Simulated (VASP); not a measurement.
Input of a VASP 6.6.1 run:

Contents of INCAR:

```
  ALGO = Normal
  EDIFF = 1E-6
  EDIFFG = -0.04
  ENCUT = 600
  GGA = PE
  IBRION = 2
  ISIF = 3
  ISMEAR = 0
  LASPH = T
  LCHARG = F
  LREAL = F
  LWAVE = F
  NELM = 100
  NSW = 90
  PREC = Accurate
  SIGMA = 0.1
```

Contents of KPOINTS:

```
k-points
0
Gamma
  6 6 4
```

The input POSCAR:

```
SrO
1.0
    4.5215391000      0.0000000000      0.0000000000
   -2.2607695500      3.9157677248      0.0000000000
    0.0000000000      0.0000000000      6.4551087951
Sr O
3 3
Direct
    0.6666666667      0.0000000000      0.5000000000
    0.3333333333      0.3333333333      0.5000000000
    0.0000000000      0.6666666667      0.5000000000
    0.1776607012      0.4276607012      0.0000000000
    0.5723392988      0.7500000000      0.0000000000
    0.2500000000      0.8223392988      0.0000000000
```

Potentials or basis: VASP PAW PBE potentials, release 64 (Sr_sv, O).

Launch:

```sh
$ cat potpaw_PBE.64/Sr_sv/POTCAR potpaw_PBE.64/O/POTCAR > POTCAR
$ mpirun -np 1 vasp_std > vasp.out
```

**Question.** Estimate the band gap on the k mesh.

**Answer.** 2.91 eV.

**Question.** Predict the relaxed cell.

**Answer.** a = 6.002 Å, b = 6.002 Å, c = 3.221 Å, α = 90.00°, β = 90.00°, γ = 120.00°.

**Question.** Predict the relaxed volume.

**Answer.** 16.75 Å³/atom.

Forces in eV/Å, atoms in the order of the input:
```
Sr  -0.014  0.001  0.000
Sr   0.008  0.012  0.000
Sr   0.006 -0.013  0.000
O    0.007 -0.007  0.000
O    0.003  0.010  0.000
O   -0.010 -0.002  0.000
```

Caveat: a cell axis changed by over 15 % at a fixed basis, so the end point is rough. A k mesh can miss the band edges.
